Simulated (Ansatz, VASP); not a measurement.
**Two plane-wave programs on SrAlPtC6N6**

```
CELL_PARAMETERS angstrom
0.00000 5.48920 5.48920
5.48920 0.00000 5.48920
5.48920 5.48920 0.00000
ATOMIC_POSITIONS crystal
Sr 0.75000 0.75000 0.75000
Al 0.00000 0.00000 0.00000
Pt 0.50000 0.50000 0.50000
C 0.81078 0.18922 0.18922
C 0.18922 0.18922 0.81078
C 0.81078 0.18922 0.81078
C 0.18922 0.81078 0.81078
C 0.81078 0.81078 0.18922
C 0.18922 0.81078 0.18922
N 0.70430 0.29570 0.29570
N 0.29570 0.29570 0.70430
N 0.70430 0.29570 0.70430
N 0.29570 0.70430 0.70430
N 0.70430 0.70430 0.29570
N 0.29570 0.70430 0.29570
```

Alike in both runs: functional PBE; k mesh 4 × 4 × 4; occupations gaussian, width 0.1 eV; collinear spin.

Ansatz relaxed the structure, and its values are those at the end. VASP's run is a single point on that final structure, the one shown.

|  | VASP | Ansatz |
| --- | --- | --- |
| version | VASP 6.6.1 | Ansatz 0.2.0 |
| potentials or method | VASP PAW PBE potentials, release 64 (Sr_sv, Al, Pt, C, N), cutoff 520 eV | scalar-relativistic, plane waves, PAW |
| valence electrons in the cell | 77 | 85 |

VASP gave:

```
gap on the k mesh at the Fermi level (eV)                     : none
pressure (GPa)                                                : 0.4
rms of the force components (eV/Å)                            : 0.207
net moment per atom (μB)                                      : 0.12
size of the moment on the site where the two differ most (μB) : 1.21
```

Which values does Ansatz return?

gap on the k mesh at the Fermi level (eV): none; pressure (GPa): 0.1; rms of the force components (eV/Å): 0.003; net moment per atom (μB): 0.12; size of the moment on the site where the two differ most (μB): 1.09.

Site moments also hang on the region over which each program counts them. A gap of «none» marks a metal or a gap that the smearing closes. One of these differences is far larger than is usual between the two programs; its cause wasn't traced. VASP's potentials hold 77 valence electrons a cell and Ansatz's 85, so a difference there can come from the potentials and not from the codes.

Neither program's run includes spin-orbit coupling. Noted on VASP's run: the standard files for N, O and F lose accuracy on very short bonds.
